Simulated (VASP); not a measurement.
Cr: single point with r2SCAN

Cr:

```
Cr
1.0
     0.00000    1.74987    1.74987
     1.74987    0.00000    1.74987
     1.74987    1.74987    0.00000
Cr
1
Direct
  0.00000 0.00000 0.00000
```

This cell differs from its parent crystal: volume scaled by 0.92.

- Program: VASP 6.6.1
- Task: single point
- Functional: r2SCAN
- Potentials or basis: VASP PAW PBE potentials, release 64 (Cr_pv)
- Cutoff: 520 eV
- k mesh: 17 × 17 × 17
- Occupations: fermi-dirac, width 0.1 eV
- Spin: no spin polarisation
- Dipole correction: no
- Further INCAR settings: ALGO = Normal; EDIFF = 1e-06; NBANDS = 12

```json
{
 "Pressure": "26.2 GPa",
 "Band gap on the k mesh": "zero (band 6 reaches 14.89 eV, above the bottom of band 7 at 11.21 eV)"
}
```

Levels at points of the mesh, in eV from the Fermi level:
```csv
k point,band 3,band 4,band 5,band 6,band 7,band 8,band 9,band 10
"(0.00, 0.00, 0.00)",-43.80,-8.41,-0.57,-0.57,-0.57,1.72,1.72,3.78
```

Wall time 2.2 min on 1 thread of Intel Xeon 8259CL, with other jobs on the host, peak memory 0.14 GiB.

Caveat: the PAW data sets were made with another functional, which shifts forces and pressure a little; the run has no spin polarisation, though such a crystal can be magnetic. Spin polarisation is off, so any magnetic state and its effect on volume and gap are missing.
